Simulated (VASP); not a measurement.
# ScAl2 (Fd-3m) in VASP: single point with r2SCAN

Aim: the single point of ScAl2 with r2SCAN.

All numbers are computed with VASP 6.6.1; they aren't measurements. Logs are shortened: lines on timing, memory, paths and dates and some standing lists are left out, and cuts for length are marked.

## 1. The cell of the first run

It takes space group Fd-3m (No. 227, cubic). The conventional cell has a = 7.585 Å, b = 7.585 Å, c = 7.585 Å, α = 90.00°, β = 90.00°, γ = 90.00°. Sc (site symmetry -43m) has 12 Al at 3.14 Å and 4 Sc at 3.28 Å within 4.1 Å. Al (site symmetry -3m) has 6 Al at 2.68 Å and 6 Sc at 3.14 Å within 3.5 Å.

## 2. Single point, r2SCAN

POSCAR

```
ScAl2
1.0
    0.0000000000      3.7925851205      3.7925851205
    3.7925851205      0.0000000000      3.7925851205
    3.7925851205      3.7925851205      0.0000000000
Sc Al
2 4
Direct
    0.0000000000      0.0000000000      0.0000000000
    0.2500000000      0.2500000000      0.2500000000
    0.6250000000      0.6250000000      0.6250000000
    0.1250000000      0.6250000000      0.6250000000
    0.6250000000      0.6250000000      0.1250000000
    0.6250000000      0.1250000000      0.6250000000
```

INCAR.step1

```
SYSTEM = ScAl2
PREC = Accurate ; ENCUT = 520
ISMEAR = 0 ; SIGMA = 0.1
LREAL = .False. ; LASPH = .True.
NELM = 100 ; NBANDS = 26
GGA = PE ; ALGO = Normal
EDIFF = 1E-4 ; LWAVE = .True.
LCHARG = .False.
```

INCAR.step2

```
SYSTEM = ScAl2
PREC = Accurate ; ENCUT = 520
EDIFF = 1E-6 ; ISMEAR = 0
SIGMA = 0.1 ; LREAL = .False.
LASPH = .True. ; NELM = 100
ALGO = Normal ; ISIF = 2
LWAVE = .False. ; LCHARG = .True.
METAGGA = R2SCAN ; LMIXTAU = .True.
LELF = .True. ; LVHAR = .True.
NBANDS = 26 ; ISTART = 1
```

KPOINTS

```
Automatic mesh
0
Gamma
  8 8 8
  0 0 0
```

Potentials or basis: VASP PAW PBE potentials, release 64 (Sc_sv, Al).

Launch:

```console
$ cat potpaw_PBE.64/Sc_sv/POTCAR potpaw_PBE.64/Al/POTCAR > POTCAR
$ cp INCAR.step1 INCAR
$ mpirun -np 1 vasp_std > vasp.out
$ cp INCAR.step2 INCAR
$ mpirun -np 1 vasp_std > vasp.out
```

OUTCAR:

```text
SYSTEM = ScAl2
   PREC = Accurate
   ENCUT = 520
   EDIFF = 1E-6
   ISMEAR = 0
   LREAL = .False.
   LASPH = .True.
   NELM = 100
   ISIF = 2
   METAGGA = R2SCAN
   ISTART = 1

 ion  position               nearest neighbor table
   1  0.000  0.000  0.000-   3 3.14   5 3.14   6 3.14   3 3.14   4 3.14   5 3.14   3 3.14   4 3.14
                             6 3.14   4 3.14   5 3.14   6 3.14   2 3.28   2 3.28   2 3.28   2 3.28
   2  0.250  0.250  0.250-   4 3.14   5 3.14   6 3.14   3 3.14   4 3.14   6 3.14   3 3.14   4 3.14
                             5 3.14   3 3.14   5 3.14   6 3.14   1 3.28   1 3.28   1 3.28   1 3.28
   3  0.625  0.625  0.625-   4 2.68   5 2.68   6 2.68   5 2.68   6 2.68   4 2.68   1 3.14   2 3.14
                             1 3.14   2 3.14   1 3.14   2 3.14
   4  0.125  0.625  0.625-   3 2.68   5 2.68   6 2.68   3 2.68   5 2.68   6 2.68   2 3.14   1 3.14
                             1 3.14   2 3.14   2 3.14   1 3.14
   5  0.625  0.625  0.125-   3 2.68   3 2.68   4 2.68   6 2.68   6 2.68   4 2.68   1 3.14   2 3.14
                             1 3.14   2 3.14   1 3.14   2 3.14
   6  0.625  0.125  0.625-   3 2.68   5 2.68   3 2.68   4 2.68   5 2.68   4 2.68   2 3.14   1 3.14
                             2 3.14   2 3.14   1 3.14   1 3.14

  LATTYP: Found a face centered cubic cell.
 ALAT       =     7.5851702410

  Lattice vectors:

 A1 = (   0.0000000000,   3.7925851205,   3.7925851205)
 A2 = (   3.7925851205,   0.0000000000,   3.7925851205)
 A3 = (   3.7925851205,   3.7925851205,   0.0000000000)

Analysis of symmetry for initial positions (statically):
=====================================================================
 Subroutine PRICEL returns:
 Original cell was already a primitive cell.

 Routine SETGRP: Setting up the symmetry group for a
 face centered cubic supercell.

 Subroutine GETGRP returns: Found 48 space group operations
 (whereof 24 operations were pure point group operations)
 out of a pool of 48 trial point group operations.

The static configuration has the point symmetry T_d .
 The point group associated with its full space group is O_h .

Analysis of symmetry for dynamics (positions and initial velocities):
=====================================================================
 Subroutine PRICEL returns:
 Original cell was already a primitive cell.

 Routine SETGRP: Setting up the symmetry group for a
 face centered cubic supercell.

 Subroutine GETGRP returns: Found 48 space group operations
 (whereof 24 operations were pure point group operations)
 out of a pool of 48 trial point group operations.

The dynamic configuration has the point symmetry T_d .
 The point group associated with its full space group is O_h .

 Subroutine INISYM returns: Found 48 space group operations
 (whereof 24 operations are pure point group operations),
 and found     1 'primitive' translations

----------------------------------------------------------------------------------------

                                     Primitive cell

  volume of cell :     109.1028

  direct lattice vectors                    reciprocal lattice vectors
     0.000000000  3.792585121  3.792585121    -0.131836197  0.131836197  0.131836197
     3.792585121  0.000000000  3.792585121     0.131836197 -0.131836197  0.131836197
     3.792585121  3.792585121  0.000000000     0.131836197  0.131836197 -0.131836197

  length of vectors
     5.363525314  5.363525314  5.363525314     0.228346992  0.228346992  0.228346992

  position of ions in fractional coordinates (direct lattice)
     0.000000000  0.000000000  0.000000000
     0.250000000  0.250000000  0.250000000
     0.625000000  0.625000000  0.625000000
     0.125000000  0.625000000  0.625000000
     0.625000000  0.625000000  0.125000000
     0.625000000  0.125000000  0.625000000

  ion indices of the primitive-cell ions
   primitive index   ion index
                 1           1
                 2           2
                 3           3
                 4           4
                 5           5
                 6           6

----------------------------------------------------------------------------------------

 KPOINTS: Automatic mesh

Automatic generation of k-mesh.
 Grid dimensions read from file:
 generate k-points for:    8    8    8

 Generating k-lattice:

  Cartesian coordinates                     Fractional coordinates (reciprocal lattice)
    -0.016479525  0.016479525  0.016479525     0.125000000  0.000000000  0.000000000
     0.016479525 -0.016479525  0.016479525     0.000000000  0.125000000  0.000000000
     0.016479525  0.016479525 -0.016479525     0.000000000  0.000000000  0.125000000

  Length of vectors
     0.028543374  0.028543374  0.028543374

  Shift w.r.t. Gamma in fractional coordinates (k-lattice)
     0.000000000  0.000000000  0.000000000

 Subroutine IBZKPT returns following result:
 ===========================================

 Found     29 irreducible k-points:

 Following reciprocal coordinates:
            Coordinates               Weight
  0.000000  0.000000  0.000000      1.000000
  0.125000  0.000000  0.000000      8.000000
  0.250000  0.000000  0.000000      8.000000
  0.375000  0.000000  0.000000      8.000000
  0.500000  0.000000  0.000000      4.000000
  0.125000  0.125000  0.000000      6.000000
[... 16 lines left out ...]
  0.500000  0.250000  0.125000     48.000000
 -0.375000  0.250000  0.125000     24.000000
 [... further k-points ...]
   k-points           NKPTS =     29   k-points in BZ     NKDIM =     29   number of bands    NBANDS=     26
   number of dos      NEDOS =    301   number of ions     NIONS =      6
   total plane-waves  NPLWV =  64000
   dimension x,y,z NGX =    40 NGY =   40 NGZ =   40
   dimension x,y,z NGXF=    80 NGYF=   80 NGZF=   80
   ions per type =               2   4
   NGX,Y,Z   is equivalent  to a cutoff of  12.40, 12.40, 12.40 a.u.
   NGXF,Y,Z  is equivalent  to a cutoff of  24.80, 24.80, 24.80 a.u.
 SYSTEM =  ScAl2
   PREC   = accura    normal or accurate (medium, high low for compatibility)
   ISTART =      1    job   : 0-new  1-cont  2-samecut
   ICHARG =      0    charge: 1-file 2-atom 10-const
   ISPIN  =      1    spin polarized calculation?
   LNONCOLLINEAR =      F non collinear calculations
   LSORBIT =      F    spin-orbit coupling
   LASPH  =      T    aspherical Exc in radial PAW
   ENCUT  =  520.0 eV  38.22 Ry    6.18 a.u.   9.97  9.97  9.97*2*pi/ulx,y,z
   NELM   =    100;   NELMIN=  2; NELMDL=  0     # of ELM steps
   EDIFF  = 0.1E-05   stopping-criterion for ELM
   LREAL  =      F    real-space projection
   EDIFFG = 0.1E-04   stopping-criterion for IOM
   NSW    =      0    number of steps for IOM
   IBRION =     -1    ionic relax: 0-MD 1-quasi-New 2-CG
   NFREE  =      0    steps in history (QN), initial steepest desc. (CG)
   ISIF   =      2    stress and relaxation
   ISYM   =      2    0-nonsym 1-usesym 2-fastsym
   POTIM  = 0.5000    time-step for ionic-motion
   TEBEG  =    0.0;   TEEND  =   0.0 temperature during run
   PSTRESS=    0.0 pullay stress
   NELECT =      34.0000    total number of electrons
   NUPDOWN=      -1.0000    fix difference up-down
   EMIN   =  10.00;   EMAX   =-10.00  energy-range for DOS
   EFERMI =   0.00;   METHOD = LEGACY
   ISMEAR =     0;   SIGMA  =   0.10  broadening in eV -4-tet -1-fermi 0-gaus
   EFERMI_NEDOS =   21; number of points for ismear=-14 and -15
   IALGO  =     38    algorithm
   IMIX   =      4    mixing-type and parameters
     AMIX     =   0.40;   BMIX     =  1.00
     AMIX_MAG =   1.60;   BMIX_MAG =  1.00
  volume/ion in A,a.u.               =      18.18       122.71
  Fermi-wavevector in a.u.,A,eV,Ry     =   1.109914  2.097432 16.761126  1.231908
  Thomas-Fermi vector in A             =   2.246459
   LORBIT       =      0    0 simple, 1 ext, 2 COOP (PROOUT), +10 PAW based schemes
   METAGGA = R2SCAN    functional components
   LHFCALC =     F    Hartree Fock is set to
   AEXX    =    0.0000 exact exchange contribution
   IVDW    =     0    specifies the selected vdW correction
   LEPSILON=     F    determine dielectric tensor
   LRPA    =     F    only Hartree local field effects (RPA)
 non-spin polarized calculation
 Gauss-broadening in eV      SIGMA  =   0.10
  energy-cutoff  :      520.00
  volume of cell :      109.10
 maximum number of plane-waves:      2954
   NGX = 19   NGY = 19   NGZ = 19

 number of electron      33.9999993 magnetization

 Free energy of the ion-electron system (eV)
  ---------------------------------------------------
  ext. energy  EPLUGINS =         0.00000000
  ---------------------------------------------------
  free energy    TOTEN  =       -52.90742366 eV

  energy without entropy =      -52.88337878  energy(sigma->0) =      -52.89540122

 E-fermi :   6.4570     XC(G=0): -10.9709

 val. band max:        6.4011324277   @ k =  -0.2500   0.1250   0.0000
 cond. band min:       6.4694554558   @ k =  -0.3750   0.3750   0.1250
 fundamental gap:      0.0683230281
 Fermi energy:         6.4569927817

 k-point     1 :       0.0000    0.0000    0.0000
  band No.  band energies     occupation
      1     -45.0743      2.00000
      2     -45.0357      2.00000
      3     -22.7823      2.00000
      4     -22.7823      2.00000
      5     -22.7822      2.00000
      6     -22.6761      2.00000
[... 18 lines left out ...]
     25      10.0347      0.00000
     26      10.0347      0.00000

 k-point     2 :       0.1250    0.0000    0.0000
  band No.  band energies     occupation
      1     -45.0733      2.00000
      2     -45.0367      2.00000
      3     -22.7843      2.00000
      4     -22.7843      2.00000
      5     -22.7823      2.00000
      6     -22.6767      2.00000
[... 18 lines left out ...]
     25       9.8300      0.00000
     26       9.8324      0.00000

 k-point     3 :       0.2500    0.0000    0.0000
  band No.  band energies     occupation
      1     -45.0703      2.00000
      2     -45.0397      2.00000
      3     -22.7890      2.00000
      4     -22.7889      2.00000
      5     -22.7826      2.00000
      6     -22.6778      2.00000
[... 18 lines left out ...]
     25       9.6800      0.00000
     26       9.6801      0.00000

 k-point     4 :       0.3750    0.0000    0.0000
  band No.  band energies     occupation
      1     -45.0666      2.00000
      2     -45.0434      2.00000
      3     -22.7933      2.00000
      4     -22.7932      2.00000
      5     -22.7833      2.00000
      6     -22.6787      2.00000
[... 18 lines left out ...]
     25       9.6988      0.00000
     26       9.6989      0.00000

 k-point     5 :       0.5000    0.0000    0.0000
  band No.  band energies     occupation
      1     -45.0646      2.00000
      2     -45.0453      2.00000
      3     -22.7950      2.00000
      4     -22.7950      2.00000
      5     -22.7836      2.00000
      6     -22.6790      2.00000
[... 18 lines left out ...]
     25       9.8109      0.00000
     26       9.8109      0.00000

 k-point     6 :       0.1250    0.1250    0.0000
  band No.  band energies     occupation
      1     -45.0729      2.00000
      2     -45.0371      2.00000
      3     -22.7867      2.00000
      4     -22.7867      2.00000
      5     -22.7784      2.00000
      6     -22.6806      2.00000
[... 427 lines left out ...]
 k-point    21 :       0.5000    0.5000    0.0000
  band No.  band energies     occupation
      1     -45.0550      2.00000
      2     -45.0550      2.00000
      3     -22.8081      2.00000
      4     -22.8081      2.00000
      5     -22.7313      2.00000
      6     -22.7313      2.00000
[... 18 lines left out ...]
     25      10.8331      0.00000
     26      10.8331      0.00000

 k-point    22 :       0.3750    0.2500    0.1250
  band No.  band energies     occupation
      1     -45.0676      2.00000
      2     -45.0424      2.00000
      3     -22.7996      2.00000
      4     -22.7945      2.00000
      5     -22.7693      2.00000
      6     -22.6911      2.00000
[... 18 lines left out ...]
     25       9.7321      0.00000
     26       9.8420      0.00000

 k-point    23 :       0.5000    0.2500    0.1250
  band No.  band energies     occupation
      1     -45.0639      2.00000
      2     -45.0461      2.00000
      3     -22.8054      2.00000
      4     -22.7983      2.00000
      5     -22.7635      2.00000
      6     -22.6974      2.00000
[... 18 lines left out ...]
     25       9.9539      0.00000
     26      10.0384      0.00000

 k-point    24 :      -0.3750    0.2500    0.1250
  band No.  band energies     occupation
      1     -45.0618      2.00000
      2     -45.0481      2.00000
      3     -22.8075      2.00000
      4     -22.8000      2.00000
      5     -22.7608      2.00000
      6     -22.7002      2.00000
[... 18 lines left out ...]
     25       9.8065      0.00000
     26      10.2158      0.00000

 [... further k-points ...]

------------------------ aborting loop because EDIFF is reached ----------------------------------------

  FORCE on cell =-STRESS in cart. coord.  units (eV):
  Direction    XX          YY          ZZ          XY          YZ          ZX
  --------------------------------------------------------------------------------------
  -------------------------------------------------------------------------------------
  Total       -0.7266114     -0.7266114     -0.7266114      0.0000000      0.0000000      0.0000000
  in kB      -10.6703039    -10.6703039    -10.6703039      0.0000000      0.0000000      0.0000000
  external PRESSURE =     -10.6703039 kB  Pullay stress =       0.0000000 kB

 VOLUME and BASIS-vectors are now :
 -----------------------------------------------------------------------------
  energy-cutoff  :      520.00
  volume of cell :      109.10
      direct lattice vectors                 reciprocal lattice vectors
     0.000000000  3.792585121  3.792585121    -0.131836197  0.131836197  0.131836197
     3.792585121  0.000000000  3.792585121     0.131836197 -0.131836197  0.131836197
     3.792585121  3.792585121  0.000000000     0.131836197  0.131836197 -0.131836197

 POSITION                                       TOTAL-FORCE (eV/Angst)
 -----------------------------------------------------------------------------------
      0.00000      0.00000      0.00000         0.000000      0.000000      0.000000
      1.89629      1.89629      1.89629        -0.000000     -0.000000     -0.000000
      4.74073      4.74073      4.74073         0.000000      0.000000      0.000000
      4.74073      2.84444      2.84444         0.000000      0.000000      0.000000
      2.84444      2.84444      4.74073         0.000000      0.000000      0.000000
      2.84444      4.74073      2.84444         0.000000      0.000000      0.000000
 -----------------------------------------------------------------------------------
    total drift:                               -0.000000     -0.000000      0.000000

  FREE ENERGIE OF THE ION-ELECTRON SYSTEM (eV)
  ---------------------------------------------------
  free  energy   TOTEN  =       -52.9074236648 eV

  energy  without entropy=      -52.8833787813  energy(sigma->0) =      -52.89540122
```

Run time: 6.8 min. Hardware: 1 thread of AMD EPYC 7R13 (Zen 3), shared host; peak memory 0.25 GiB.

What came out:

```yaml
Free_energy: -52.9074 eV
Pressure: -1.1 GPa
Band_gap_on_the_k_mesh: zero (band 17 reaches 7.22 eV, above the bottom of band 18 at 4.65 eV)
```

Caveat: the PAW data sets were made with another functional, which shifts forces and pressure a little.
